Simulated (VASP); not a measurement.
Wanted: the native input for a VASP 6.6.1 run.

| Property | Result |
| --- | --- |
| Task | single point |
| Functional | PBE |
| Potentials or basis | VASP PAW PBE potentials, release 64 (Cs_sv, I) |
| Cutoff | 500 eV |
| k mesh | 6 × 6 × 6 |
| Occupations | tetrahedron |
| Spin | non-collinear spin, zero start, spin-orbit coupling |
| Starting moments | [[0.0, 0.0, 0.0], [0.0, 0.0, 0.0]] μB |
| Dipole correction | no |
| Further INCAR settings | ALGO = Normal; EDIFF = 1e-06; NBANDS = 28 |

The structure of CsI lies in POSCAR:

```
CsI
1.0
    4.6675714917      0.0000000000      0.0000000000
    0.0000000000      4.6675714917      0.0000000000
    0.0000000000      0.0000000000      4.6675714917
Cs I
1 1
Direct
    0.0000000000      0.0000000000      0.0000000000
    0.5000000000      0.5000000000      0.5000000000
```

One way to write it, as run:

INCAR

```
SYSTEM = CsI
PREC = Accurate
ENCUT = 500
EDIFF = 1E-6
ISMEAR = -4
SIGMA = 0.1
LREAL = .False.
LASPH = .True.
NELM = 200
ALGO = Normal
ISIF = 2
LWAVE = .False.
LCHARG = .False.
MAGMOM = 0 0 0 0 0 0
LORBIT = 11
LSORBIT = .True.
GGA_COMPAT = .False.
LORBMOM = .True.
GGA = PE
NBANDS = 28
```

KPOINTS

```
Automatic mesh
0
Gamma
  6 6 6
  0 0 0
```

Potentials or basis: VASP PAW PBE potentials, release 64 (Cs_sv, I).

Launch:

```bash
$ cat potpaw_PBE.64/Cs_sv/POTCAR potpaw_PBE.64/I/POTCAR > POTCAR
$ mpirun -np 1 vasp_ncl > vasp.out
```

Results of the run:

```
Pressure                                              : 0.0 GPa
Net moment                                            : 0.00 μB per cell
Valence electrons inside the program's atomic spheres : Cs 6.56; I 4.33
```

Wall time 45 s on 1 thread of Intel(R) Xeon(R) 6975P-C (Granite Rapids), with other jobs on the host, peak memory 0.42 GiB.
